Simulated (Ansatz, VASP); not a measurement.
Two plane-wave programs on Na

INCAR

```
SYSTEM = Na
  ALGO = Fast
  EDIFF = 1E-6
  ENCUT = 520
  GGA = PS
  ISIF = 2
  ISMEAR = 0
  LASPH = .True.
  LCHARG = .False.
  LREAL = .False.
  LWAVE = .False.
  NBANDS = 18
  NELM = 60
  PREC = Accurate
  SIGMA = 0.15
```

Contents of KPOINTS:

```
k-points
0
Gamma
  17 17 6
  0 0 0
```

POSCAR

```
Na
1.0
    0.0000000000     -3.3879506904      0.0000000000
    0.0000000000      0.0000000000     -3.3879506904
    9.8638520711      0.0000000000      0.0000000000
Na
3
Direct
    0.0000000000      0.0000000000      0.8586955748
    0.0000000000      0.0000000000      0.1717528538
    0.0000000000      0.0000000000      0.5152242143
```

Input for Ansatz:

```yaml
crystal:
  lattice:
    - [0.0, -3.3879506904, 0.0]
    - [0.0, 0.0, -3.3879506904]
    - [9.8638520711, 0.0, 0.0]
  atoms:
    - { symbol: Na, position: [0.0, 0.0, 0.8586955748] }
    - { symbol: Na, position: [0.0, 0.0, 0.1717528538] }
    - { symbol: Na, position: [0.0, 0.0, 0.5152242143] }
basis:
  ecutwfc: 420
kpoints:
  mp_grid: { grid: [17, 17, 6] }
hamiltonian:
  xc: pbesol
scf:
  occupations: { method: gaussian, width: 0.15 }
output:
  forces: true
  stress: true
  eigenvalues: true
```

Alike in both runs: task single point; functional PBEsol; k mesh 17 × 17 × 6; occupations gaussian, width 0.15 eV; no spin polarisation.

```csv
,VASP,Ansatz
version,VASP 6.6.1,Ansatz 0.2.0
potentials or method,"VASP PAW PBE potentials, release 64 (Na_pv), cutoff 520 eV","scalar-relativistic, plane waves, PAW"
valence electrons in the cell,21,27
```

VASP gave:

| Property | Result |
| --- | --- |
| gap on the k mesh at the Fermi level (eV) | none |
| pressure (GPa) | 0.3 |
| traceless stress, the component that is largest in VASP (GPa) | 0.57 |
| rms of the force components (eV/Å) | 0.080 |

**Question.** Which values does Ansatz return?

**Answer.** gap on the k mesh at the Fermi level (eV): none; pressure (GPa): 0.2; traceless stress, the component that is largest in VASP (GPa): 0.57; rms of the force components (eV/Å): 0.080.

VASP's potentials were made for PBE, not for PBEsol. Atom by atom the forces differ by 0.000 eV/Å (rms over components). A gap of «none» marks a metal or a gap that the smearing closes. The functional is the same, so the differences come from potentials, cutoffs and numerics. VASP's potentials hold 21 valence electrons a cell and Ansatz's 27, so a difference there can come from the potentials and not from the codes.
